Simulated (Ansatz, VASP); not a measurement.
## One calculation of Si2Mo, two programs

```
Si Mo
1.0
    -1.63264    1.63264    3.98636
     1.63264   -1.63264    3.98636
     1.63264    1.63264   -3.98636
Si Mo
2 1
Direct
  0.33640 0.33640 0.00000
  0.66360 0.66360 0.00000
  0.00000 0.00000 0.00000
```

Alike in both runs: functional r2SCAN; k mesh 13 × 13 × 13; occupations fermi-dirac, width 0.1 eV; no spin polarisation.

Ansatz relaxed the structure, and its values are those at the end. VASP's run is a single point on that final structure, the one shown.

```csv
,VASP,Ansatz
version,VASP 6.6.1,Ansatz 0.2.0
potentials or method,"VASP PAW PBE potentials, release 64 (Si, Mo_sv), cutoff 520 eV",PAW plane waves
valence electrons in the cell,22,22
```

```csv
,VASP,Ansatz,Ansatz less VASP
pressure (GPa),-11.0,-11.2,-0.25
```

VASP's potentials were made for PBE, not for r2SCAN. With one functional, cell and mesh, what is left measures potentials, basis and numerics. Ansatz's warnings: stress scf threshold loose.
